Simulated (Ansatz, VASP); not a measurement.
One calculation of CaO, two programs

INCAR

```
ALGO = Normal
EDIFF = 1E-6
EDIFFG = -0.01
ENCUT = 600
GGA = PE
IBRION = 2
ISIF = 3
ISMEAR = 0
LASPH = True
LCHARG = False
LREAL = False
LWAVE = False
NELM = 100
NSW = 100
PREC = Accurate
SIGMA = 0.05
```

KPOINTS

```
k-points
0
Gamma
  8 8 8
```

File POSCAR:

```
CaO
1.0
    0.0000000000      2.4154595357      2.4154595357
    2.4154595357      0.0000000000      2.4154595357
    2.4154595357      2.4154595357      0.0000000000
Ca O
1 1
Direct
    0.0002695758     -0.0048941882     -0.0018010317
    0.4997304242      0.5048941882      0.5018010317
```

Input for Ansatz:

```yaml
crystal:
  lattice:
    - [0.0, 2.4154595357, 2.4154595357]
    - [2.4154595357, 0.0, 2.4154595357]
    - [2.4154595357, 2.4154595357, 0.0]
  atoms:
    - { symbol: Ca, position: [0.0002695758, -0.0048941882, -0.0018010317] }
    - { symbol: O, position: [0.4997304242, 0.5048941882, 0.5018010317] }
basis:
  ecutwfc: 420
kpoints:
  mp_grid: { grid: [8, 8, 8] }
hamiltonian:
  xc: pbe
scf:
  occupations: { method: gaussian, width: 0.05 }
output:
  forces: true
  stress: true
  eigenvalues: true
relax:
  adjacent_minimum: "off"
  f_tol: 0.01
  max_steps: 80
  cell: { stress_tol: 0.1 }
```

Change from the starting cell: all Ca atoms moved 0.04 Å in one direction; relaxed back.

Alike in both runs: task relaxation of cell and atoms; functional PBE; k mesh 8 × 8 × 8; occupations gaussian, width 0.05 eV; no spin polarisation.

|  | VASP | Ansatz |
| --- | --- | --- |
| version | VASP 6.6.1 | Ansatz 0.2.0 |
| potentials or method | VASP PAW PBE potentials, release 64 (Ca_sv, O), cutoff 600 eV | scalar-relativistic, plane waves, PAW |
| valence electrons in the cell | 16 | 16 |

```csv
,VASP,Ansatz,Ansatz less VASP
"gap on the k mesh at the Fermi level, each at its own relaxed structure (eV)",3.64,3.66,+0.019
relaxed volume (Å³/atom),14.15,14.09,-0.061
relaxed cell length with the largest relative difference (Å),3.421,3.416,-0.0054
```
